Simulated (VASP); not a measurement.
# AlAs (F-43m) in VASP: vibrations by perturbation theory with PBEsol

Aim: the vibrations by perturbation theory of AlAs with PBEsol.

All numbers are computed with VASP 6.6.1; they aren't measurements. Logs are shortened: lines on timing, memory, paths and dates and some standing lists are left out, and cuts for length are marked.

**1. The cell of the first run**

Symmetry: F-43m, No. 216, cubic system. Conventional cell: a = 5.702 Å, b = 5.702 Å, c = 5.702 Å, α = 90.00°, β = 90.00°, γ = 90.00°. Within 3.3 Å of Al (site symmetry -43m) lie 4 As at 2.47 Å. As (site symmetry -43m) has 4 Al at 2.47 Å within 3.3 Å.

**2. Vibrations by perturbation theory, PBEsol**

INCAR

```
SYSTEM = AlAs
PREC = Accurate
ENCUT = 500
EDIFF = 1E-8
ISMEAR = 0
SIGMA = 0.01
LREAL = .False.
LASPH = .True.
NELM = 120
ALGO = Normal
ISIF = 2
LWAVE = .False.
LCHARG = .False.
GGA = PS
NBANDS = 11
IBRION = 8
NSW = 1
LEPSILON = .True.
GGA_COMPAT = .False.
```

KPOINTS

```
Automatic mesh
0
Gamma
  8 8 8
  0 0 0
```

POSCAR

```
AlAs
1.0
    0.0000000000      2.8507603562      2.8507603562
    2.8507603562      0.0000000000      2.8507603562
    2.8507603562      2.8507603562      0.0000000000
Al As
1 1
Direct
    0.0000000000      0.0000000000      0.0000000000
    0.7500000000      0.7500000000      0.7500000000
```

Potentials or basis: VASP PAW PBE potentials, release 64 (Al, As).

Launch:

```sh
$ cat potpaw_PBE.64/Al/POTCAR potpaw_PBE.64/As/POTCAR > POTCAR
$ mpirun -np 1 vasp_std > vasp.out
```

OUTCAR:

```text
SYSTEM = AlAs
   PREC = Accurate
   ENCUT = 500
   EDIFF = 1E-8
   ISMEAR = 0
   LREAL = .False.
   LASPH = .True.
   NELM = 120
   ISIF = 2
   GGA = PS
   IBRION = 8
   NSW = 1
   LEPSILON = .True.

 ion  position               nearest neighbor table
   1  0.000  0.000  0.000-   2 2.47   2 2.47   2 2.47   2 2.47
   2  0.750  0.750  0.750-   1 2.47   1 2.47   1 2.47   1 2.47

  LATTYP: Found a face centered cubic cell.
 ALAT       =     5.7015207124

  Lattice vectors:

 A1 = (   0.0000000000,   2.8507603562,   2.8507603562)
 A2 = (   2.8507603562,   0.0000000000,   2.8507603562)
 A3 = (   2.8507603562,   2.8507603562,   0.0000000000)

Analysis of symmetry for initial positions (statically):
[... 5 lines left out ...]
 face centered cubic supercell.

 Subroutine GETGRP returns: Found 24 space group operations
 (whereof 24 operations were pure point group operations)
 out of a pool of 48 trial point group operations.

The static configuration has the point symmetry T_d .

Analysis of symmetry for dynamics (positions and initial velocities):
[... 5 lines left out ...]
 face centered cubic supercell.

 Subroutine GETGRP returns: Found 24 space group operations
 (whereof 24 operations were pure point group operations)
 out of a pool of 48 trial point group operations.

The dynamic configuration has the point symmetry T_d .

 Subroutine INISYM returns: Found 24 space group operations
 (whereof 24 operations are pure point group operations),
 and found     1 'primitive' translations

----------------------------------------------------------------------------------------

                                     Primitive cell

  volume of cell :      46.3353

  direct lattice vectors                    reciprocal lattice vectors
     0.000000000  2.850760356  2.850760356    -0.175391803  0.175391803  0.175391803
     2.850760356  0.000000000  2.850760356     0.175391803 -0.175391803  0.175391803
     2.850760356  2.850760356  0.000000000     0.175391803  0.175391803 -0.175391803

  length of vectors
     4.031583959  4.031583959  4.031583959     0.303787515  0.303787515  0.303787515

  position of ions in fractional coordinates (direct lattice)
     0.000000000  0.000000000  0.000000000
     0.750000000  0.750000000  0.750000000

  ion indices of the primitive-cell ions
   primitive index   ion index
                 1           1
                 2           2

----------------------------------------------------------------------------------------

 KPOINTS: Automatic mesh

Automatic generation of k-mesh.
 Grid dimensions read from file:
 generate k-points for:    8    8    8

 Generating k-lattice:

  Cartesian coordinates                     Fractional coordinates (reciprocal lattice)
    -0.021923975  0.021923975  0.021923975     0.125000000  0.000000000  0.000000000
     0.021923975 -0.021923975  0.021923975     0.000000000  0.125000000  0.000000000
     0.021923975  0.021923975 -0.021923975     0.000000000  0.000000000  0.125000000

  Length of vectors
     0.037973439  0.037973439  0.037973439

  Shift w.r.t. Gamma in fractional coordinates (k-lattice)
[... 473 lines left out ...]
          -0.000000    10.881701    -0.000000
          -0.000000    -0.000000    10.881701
 ------------------------------------------------------

 Free energy of the ion-electron system (eV)
  ---------------------------------------------------
  ---------------------------------------------------
  free energy    TOTEN  =        -1.28179687 eV

  energy without entropy =       -1.28179687

------------------------ aborting loop because EDIFF is reached ----------------------------------------

--------------------------------------- Ionic step        2  -------------------------------------------

------------------------ aborting loop because EDIFF is reached ----------------------------------------

--------------------------------------- Ionic step        3  -------------------------------------------

------------------------ aborting loop because EDIFF is reached ----------------------------------------

 PIEZOELECTRIC TENSOR FIELD DIRECTION 3  (e Angst)
 -----------------------------------------------------------------------------
    -0.00054  1.95925  0.00000           (  0.00000 -0.04620  0.00000)
     1.95925 -0.00054  0.00000           ( -0.04620  0.00000  0.00000)
     0.00000  0.00000 -0.00049           (  0.00000  0.00000  0.00000)

 PIEZOELECTRIC TENSOR FIELD DIRECTION 3  (C/m^2)
 -----------------------------------------------------------------------------
    -0.00019  0.67747  0.00000
     0.67747 -0.00019  0.00000
     0.00000  0.00000 -0.00017

--------------------------------------- Ionic step        4  -------------------------------------------

------------------------ aborting loop because EDIFF is reached ----------------------------------------

[... ionic steps 5 to 6 ...]

--------------------------------------- Ionic step        7  -------------------------------------------

 Free energy of the ion-electron system (eV)
  ---------------------------------------------------
  ---------------------------------------------------
  free energy    TOTEN  =        -0.04552002 eV

  energy without entropy =       -0.04552002

------------------------ aborting loop because EDIFF is reached ----------------------------------------

 INTERNAL STRAIN TENSOR  FOR ION    2  DIRECTION 1   (eV/Angst):
 -----------------------------------------------------------------------------
    -0.00827  0.00000  0.00000
     0.00000  0.00622  7.30227
     0.00000  7.30227  0.00622

 MACROSCOPIC STATIC DIELECTRIC TENSOR (including local field effects in DFT)
 ------------------------------------------------------
          10.207385     0.000000     0.000000
           0.000000    10.207385     0.000000
           0.000000     0.000000    10.207385
 ------------------------------------------------------

 PIEZOELECTRIC TENSOR (including local field effects)  for field in x, y, z        (e  Angst)
          XX          YY          ZZ          XY          YZ          ZX
  --------------------------------------------------------------------------------
  x    -0.00000    -0.00000     0.00000     0.00000     1.96419    -0.00000
  y    -0.00000     0.00000     0.00000    -0.00000     0.00000     1.96419
  z    -0.00000    -0.00000     0.00000     1.96419    -0.00000     0.00000

 PIEZOELECTRIC TENSOR (including local field effects)  for field in x, y, z        (C/m^2)
          XX          YY          ZZ          XY          YZ          ZX
  --------------------------------------------------------------------------------
  x    -0.00000    -0.00000     0.00000     0.00000     0.67917    -0.00000
  y    -0.00000     0.00000     0.00000    -0.00000     0.00000     0.67917
  z    -0.00000    -0.00000     0.00000     0.67917    -0.00000     0.00000

 BORN EFFECTIVE CHARGES (including local field effects) (in |e|, cummulative output)
 ---------------------------------------------------------------------------------
 ion    1
    1     2.17918    -0.00000     0.00000
    2     0.00000     2.17918    -0.00000
    3    -0.00000     0.00000     2.17918
 ion    2
    1    -2.17918     0.00000    -0.00000
    2    -0.00000    -2.17918     0.00000
    3     0.00000    -0.00000    -2.17918

 INTERNAL STRAIN TENSOR FOR ION    2 for displacements in x,y,z  (eV/Angst):
          X           Y           Z          XY          YZ          ZX
  --------------------------------------------------------------------------------
  x    -0.00000     0.00000     0.00000     0.00000     7.30227     0.00000
  y     0.00000     0.00000     0.00000     0.00000     0.00000     7.30227
  z     0.00000     0.00000    -0.00000     7.30227     0.00000     0.00000

 SECOND DERIVATIVES (NOT SYMMETRIZED)
 ------------------------------------
               1X          1Y          1Z          2X          2Y          2Z
  1X    -8.893737    0.000000    0.000000    8.893737    0.000000    0.000000
  1Y     0.000000   -8.893737    0.000000    0.000000    8.893737    0.000000
  1Z     0.000000    0.000000   -8.893737    0.000000    0.000000    8.893737
  2X     8.889520    0.000000    0.000000   -8.889520    0.000000    0.000000
  2Y     0.000000    8.889520    0.000000    0.000000   -8.889520    0.000000
  2Z     0.000000    0.000000    8.889520    0.000000    0.000000   -8.889520

 Eigenvectors and eigenvalues of the dynamical matrix
 ----------------------------------------------------

   1 f  =   10.467076 THz    65.766580 2PiTHz  349.144081 cm-1    43.288329 meV
             X         Y         Z           dx          dy          dz
      0.000000  0.000000  0.000000     0.857509   -0.000000    0.000000
      4.276141  4.276141  4.276141    -0.514470    0.000000    0.000000
[... 21 lines left out ...]
   6 f/i=    0.001095 THz     0.006881 2PiTHz    0.036528 cm-1     0.004529 meV
             X         Y         Z           dx          dy          dz
      0.000000  0.000000  0.000000    -0.297988    0.339857    0.245721
      4.276141  4.276141  4.276141    -0.496682    0.566468    0.409564

--------------------------------------------------------------------------------------------------------

 MACROSCOPIC STATIC DIELECTRIC TENSOR IONIC CONTRIBUTION
 ------------------------------------------------------
           2.085730    -0.000000    -0.000000
          -0.000000     2.085730     0.000000
          -0.000000     0.000000     2.085730
 ------------------------------------------------------

 ELASTIC MODULI CONTR FROM IONIC RELAXATION (kBar)
 Direction    XX          YY          ZZ          XY          YZ          ZX
 --------------------------------------------------------------------------------
 XX          -0.0000     -0.0000      0.0000     -0.0000      0.0000     -0.0000
 YY          -0.0000     -0.0000      0.0000     -0.0000      0.0000     -0.0000
 ZZ           0.0000      0.0000     -0.0000      0.0000     -0.0000      0.0000
 XY          -0.0000     -0.0000      0.0000   -205.0106      0.0000     -0.0000
 YZ           0.0000      0.0000     -0.0000      0.0000   -205.0106      0.0000
 ZX          -0.0000     -0.0000      0.0000     -0.0000      0.0000   -205.0106
 --------------------------------------------------------------------------------

 PIEZOELECTRIC TENSOR IONIC CONTR  for field in x, y, z        (C/m^2)
          XX          YY          ZZ          XY          YZ          ZX
  --------------------------------------------------------------------------------
  x     0.00000     0.00000    -0.00000     0.00000    -0.61530     0.00000
  y    -0.00000    -0.00000     0.00000    -0.00000     0.00000    -0.61530
  z    -0.00000    -0.00000     0.00000    -0.61530     0.00000    -0.00000
```

It took 5.6 min on 1 thread of Intel Xeon Platinum 8488C (Sapphire Rapids), shared host; peak memory 0.27 GiB.

What came out:

| Item | Value |
| --- | --- |
| Electronic dielectric tensor (diagonal) | 10.21 |
| Born charges (mean of the diagonal) | Al +2.18; As -2.18 e |
| Highest phonon frequency at Γ, LO-TO splitting left out | 349 cm⁻¹ |

Phonon frequencies in cm⁻¹ (negative: imaginary):
| q point | frequencies |
| --- | --- |
| (0.000, 0.000, 0.000) | 0 0 0 349 349 349 |

Electronic dielectric tensor:
```
10.21  0.00  0.00
 0.00 10.21  0.00
 0.00  0.00 10.21
```

Born effective charge tensors (e):
atom 1, Al
```
2.18 0.00 0.00
0.00 2.18 0.00
0.00 0.00 2.18
```
atom 2, As
```
-2.18  0.00  0.00
 0.00 -2.18  0.00
 0.00  0.00 -2.18
```
